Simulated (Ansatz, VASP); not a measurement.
**SnSe2 in VASP and in Ansatz**

INCAR

```
PREC = Accurate ; ENCUT = 520
EDIFF = 1E-7 ; ISMEAR = 0
SIGMA = 0.05 ; LREAL = F
LASPH = T ; NELM = 60
ALGO = Normal ; ISIF = 2
LWAVE = F ; LCHARG = F
LDIPOL = T ; IDIPOL = 3
DIPOL = 0.5 0.5 0.500 ; GGA = PE
IVDW = 12 ; NBANDS = 20
```

The input KPOINTS:

```
Automatic mesh
0
Gamma
  27 27 1
```

POSCAR

```
SnSe2
1.0
    3.8244691777      0.0000000000      0.0000000000
   -1.9122345888      3.3120874638      0.0000000000
    0.0000000000      0.0000000000     23.2019717807
Se Sn
2 1
Direct
    0.6666666667      0.3333333333      0.4309978520
    0.3333333333      0.6666666667      0.5690021480
    0.0000000000      0.0000000000      0.5000000091
```

Input for Ansatz:

```yaml
crystal:
  lattice:
    - [3.8244691777, 0.0, 0.0]
    - [-1.9122345888, 3.3120874638, 0.0]
    - [0.0, 0.0, 23.2019717807]
  atoms:
    - { symbol: Se, position: [0.6666666667, 0.3333333333, 0.430997852] }
    - { symbol: Sn, position: [0.0, 0.0, 0.5000000091] }
    - { symbol: Se, position: [0.3333333333, 0.6666666667, 0.569002148] }
basis:
  ecutwfc: 420.0
  fft_grid_basis: typed
kpoints:
  mp_grid: { grid: [27, 27, 1] }
hamiltonian:
  xc: pbe
  dispersion: d3bj
  pseudopotentials: { kind: paw }
scf:
  occupations: { method: gaussian, width: 0.05 }
output:
  forces: true
  eigenvalues: true
  band_densities:
    - { e_range: [-2.4, -1.6] }
    - { e_range: [-1.6, -1.0] }
    - { e_range: [-1.0, -0.65] }
    - { e_range: [-0.65, 0.0] }
    - { e_range: [0.0, 0.65] }
    - { e_range: [0.65, 1.0] }
    - { e_range: [1.0, 1.6] }
    - { e_range: [1.6, 2.2] }
  band_residual_tolerance: 1.0e-05
  write_potential: true
  elf: true
  write_density: true
  volumetric_format: npy
efield:
  axis: 3
  dipole_correction: true
  ramp_width: 0.04
checkpoint:
  read: start.run
  write: ck
  compress: false
  write_wavefunctions: false
  write_every: 100000
```

Alike in both runs: task single point; functional PBE; dispersion D3(BJ); k mesh 27 × 27 × 1; occupations gaussian, width 0.05 eV; no spin polarisation.

|  | VASP | Ansatz |
| --- | --- | --- |
| version | VASP 6.6.1 | Ansatz 0.2.0 |
| potentials or method | VASP PAW PBE potentials, release 64 (Se, Sn_d), cutoff 520 eV | scalar-relativistic, plane waves, PAW |
| valence electrons in the cell | 26 | 46 |

```csv
,VASP,Ansatz,Ansatz less VASP
gap on the k mesh at the Fermi level (eV),0.77,0.77,+0.003
rms of the force components (eV/Å),0.005,0.002,-0.0028
```

VASP's potentials hold 26 valence electrons a cell and Ansatz's 46, so a difference there can come from the potentials and not from the codes.
